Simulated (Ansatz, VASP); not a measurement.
# InSb in VASP and in Ansatz

```
CELL_PARAMETERS angstrom
0.00000 3.01839 3.01839
3.01839 0.00000 3.01839
3.01839 3.01839 0.00000
ATOMIC_POSITIONS crystal
In 0.00000 0.00000 0.00000
Sb 0.50000 0.50000 0.50000
```

Alike in both runs: task single point; functional PBEsol; k mesh 18 × 18 × 18; occupations gaussian, width 0.1 eV; no spin polarisation.

|  | VASP | Ansatz |
| --- | --- | --- |
| version | VASP 6.6.1 | Ansatz 0.2.0 |
| potentials or method | VASP PAW PBE potentials, release 64 (In_d, Sb), cutoff 500 eV | scalar-relativistic, plane waves, PAW |
| valence electrons in the cell | 18 | 28 |

|  | VASP | Ansatz | Ansatz less VASP |
| --- | --- | --- | --- |
| gap on the k mesh at the Fermi level (eV) | none | none | - |
| pressure (GPa) | 0.0 | -0.1 | -0.03 |

VASP's potentials were made for PBE, not for PBEsol. A gap of «none» marks a metal or a gap that the smearing closes. The functional is the same, so the differences come from potentials, cutoffs and numerics. VASP's potentials hold 18 valence electrons a cell and Ansatz's 28, so a difference there can come from the potentials and not from the codes.

Neither program's run includes spin-orbit coupling.
